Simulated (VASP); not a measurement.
The system is ZnSe.

```
CELL_PARAMETERS angstrom
4.15139 0.00000 0.00000
-2.07569 3.59521 0.00000
0.00000 0.00000 6.17474
ATOMIC_POSITIONS crystal
Zn 0.33333 0.66667 0.25000
Zn 0.66667 0.33333 0.75000
Se 0.66667 0.33333 0.25000
Se 0.33333 0.66667 0.75000
```

Base run:

```yaml
Program: VASP 6.6.1
Functional: PBE
Potentials_or_basis: VASP PAW PBE potentials, release 64 (Zn, Se)
Cutoff: 520 eV
k_mesh: 6 × 6 × 4
Occupations: gaussian, width 0.01 eV
Spin: no spin polarisation
```

Its results: band gap on the k mesh 0.33 eV, direct; pressure 2.3 GPa.

Problem. The run is repeated on the same cell with these changes: functional from PBE to r2SCAN; k mesh from 6 × 6 × 4 to 6 × 6 × 2. What comes out?

Solution. Band gap on the k mesh 0.83 eV, direct; pressure 0.2 GPa.

Several settings changed at once, so the effect can't be laid on one alone.

Caveats: some runs use coarse meshes; the PAW data sets were made with another functional, which shifts forces and pressure a little (some runs).

A k mesh can miss the band edges.
